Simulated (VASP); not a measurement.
GePt2, 9 atoms in the cell. Symmetry: P-62m, No. 189, hexagonal system. Conventional cell: a = 6.220 Å, b = 6.220 Å, c = 3.557 Å, α = 90.00°, β = 90.00°, γ = 120.00°. Within 3.0 Å of Ge (site symmetry -6) lie 9 Pt at 2.25 to 2.64 Å. Within 3.1 Å of Ge (site symmetry -62m) lie 9 Pt at 2.35 to 2.50 Å. Pt (site symmetry m2m) has 5 Ge at 2.35 to 2.64 Å and 6 Pt at 2.76 to 2.77 Å within 3.1 Å. Pt (site symmetry m2m) has 4 Ge at 2.25 to 2.50 Å and 8 Pt at 2.76 to 3.04 Å within 3.1 Å.  This cell differs from its parent crystal: strain -0.0750 x Voigt [1, 1, 0, 0, 0, 0].

| Item | Value |
| --- | --- |
| Program | VASP 6.6.1 |
| Task | single point |
| Functional | r2SCAN |
| Potentials or basis | VASP PAW PBE potentials, release 64 (Ge_d, Pt) |
| Cutoff | 520 eV |
| k mesh | 6 × 6 × 12 |
| Occupations | gaussian, width 0.15 eV |
| Spin | no spin polarisation |
| Dipole correction | no |
| Further INCAR settings | ALGO = Normal; EDIFF = 1e-06; NBANDS = 61 |

Potentials or basis: VASP PAW PBE potentials, release 64 (Ge_d, Pt).

Launch:

```bash
$ cat potpaw_PBE.64/Ge_d/POTCAR potpaw_PBE.64/Pt/POTCAR > POTCAR
$ cp INCAR.step1 INCAR
$ mpirun -np 1 vasp_std > vasp.out
$ cp INCAR.step2 INCAR
$ mpirun -np 1 vasp_std > vasp.out
```

Hardware: 1 thread of Intel(R) Xeon(R) 6975P-C (Granite Rapids), on a shared host.

Question: Estimate the wall time of this run.

Answer: It took 8.3 min on 1 thread of Intel(R) Xeon(R) 6975P-C (Granite Rapids) (shared host), peak memory 0.44 GiB. Counts: k points 49.
